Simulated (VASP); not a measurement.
# Zn: single point with PBE

Zn:

```
CELL_PARAMETERS angstrom
2.72995 0.00000 0.00000
0.00000 2.72995 0.00000
0.00000 0.00000 2.72995
ATOMIC_POSITIONS crystal
Zn 0.00000 0.00000 0.00000
```

This isn't the form of Zn at room conditions, which is hcp.

```
Program                : VASP 6.6.1
Task                   : single point
Functional             : PBE
Potentials or basis    : VASP PAW PBE potentials, release 64 (Zn)
Cutoff                 : 520 eV
k mesh                 : 20 × 20 × 20
Occupations            : fermi-dirac, width 0.1 eV
Spin                   : no spin polarisation
Dipole correction      : no
Further INCAR settings : ALGO = Normal; EDIFF = 1e-06; NBANDS = 12
```

* Pressure: -3.9 GPa
* Band gap on the k mesh: zero (bands 6 and 7 overlap by 7.42 eV)

Levels at points of the mesh, in eV from the Fermi level:
| k point | band 4 | band 5 | band 6 | band 7 | band 8 | band 9 |
| --- | --- | --- | --- | --- | --- | --- |
| (0.00, 0.00, 0.00) | -6.65 | -6.65 | -6.65 | 11.34 | 11.34 | 11.34 |
| (0.50, 0.00, 0.00) | -6.92 | -6.62 | -2.95 | -2.31 | 15.26 | 15.26 |
| (0.50, 0.50, 0.00) | -6.87 | -6.42 | 1.45 | 1.45 | 1.86 | 5.96 |
| (0.50, 0.50, 0.50) | -6.41 | -6.41 | 5.11 | 5.11 | 5.11 | 7.86 |

Run time: 41 s on 1 thread of Intel Xeon 8259CL, with other jobs on the host, peak memory 0.17 GiB.

Caveat: the cell stands under tension.
